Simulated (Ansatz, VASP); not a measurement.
# Mo in VASP and in Ansatz

POSCAR

```
Mo
1.0
   -1.6118060227      1.6118060227      1.6118060227
    1.6118060227     -1.6118060227      1.6118060227
    1.6118060227      1.6118060227     -1.6118060227
Mo
1
Direct
    0.0000000000      0.0000000000      0.0000000000
```

INCAR.step1

```
PREC     = Accurate       # precision mode
ENCUT    = 520            # plane-wave cutoff, eV
ISMEAR   = -1             # smearing method
SIGMA    = 0.1            # smearing width, eV
LREAL    = False          # projectors in reciprocal space
LASPH    = True           # aspherical terms in the spheres
NELM     = 80             # most SCF steps
NBANDS   = 13             # bands
GGA      = PE             # functional
ALGO     = Normal         # electronic algorithm
EDIFF    = 1E-4           # SCF threshold, eV
LWAVE    = True           # write WAVECAR
LCHARG   = False          # write CHGCAR
```

File INCAR.step2:

```
PREC     = Accurate       # precision mode
ENCUT    = 520            # plane-wave cutoff, eV
EDIFF    = 1E-6           # SCF threshold, eV
ISMEAR   = -1             # smearing method
SIGMA    = 0.1            # smearing width, eV
LREAL    = False          # projectors in reciprocal space
LASPH    = True           # aspherical terms in the spheres
NELM     = 80             # most SCF steps
ALGO     = Normal         # electronic algorithm
ISIF     = 2              # what is computed and relaxed
LWAVE    = False          # write WAVECAR
LCHARG   = False          # write CHGCAR
METAGGA  = R2SCAN         # meta-GGA
LMIXTAU  = True         
NBANDS   = 13             # bands
ISTART   = 1
```

Contents of KPOINTS:

```
regular mesh
0
Gamma
  15 15 15
```

Input for Ansatz:

```yaml
crystal:
  lattice:
    - [-1.611806022738629, 1.611806022738629, 1.611806022738629]
    - [1.611806022738629, -1.611806022738629, 1.611806022738629]
    - [1.611806022738629, 1.611806022738629, -1.611806022738629]
  atoms:
    - { symbol: Mo, position: [0.0, 0.0, 0.0] }
basis:
  ecutwfc: 612.25619053473
kpoints:
  mp_grid:
    grid: [15, 15, 15]
hamiltonian:
  xc: r2scan
scf:
  convergence:
    dr2_threshold: 1.0e-09
  occupations:
    method: fermi_dirac
    width: 0.1
output:
  stress: true
```

Alike in both runs: task single point; functional r2SCAN; k mesh 15 × 15 × 15; occupations fermi-dirac, width 0.1 eV; no spin polarisation.

|  | VASP | Ansatz |
| --- | --- | --- |
| version | VASP 6.6.1 | Ansatz 0.2.0 |
| potentials or method | VASP PAW PBE potentials, release 64 (Mo_sv), cutoff 520 eV | plane waves, PAW |
| valence electrons in the cell | 14 | 14 |

|  | VASP | Ansatz | Ansatz less VASP |
| --- | --- | --- | --- |
| pressure (GPa) | -15.3 | -16.1 | -0.82 |

VASP's potentials were made for PBE, not for r2SCAN. Ansatz's warnings: stress scf threshold loose.
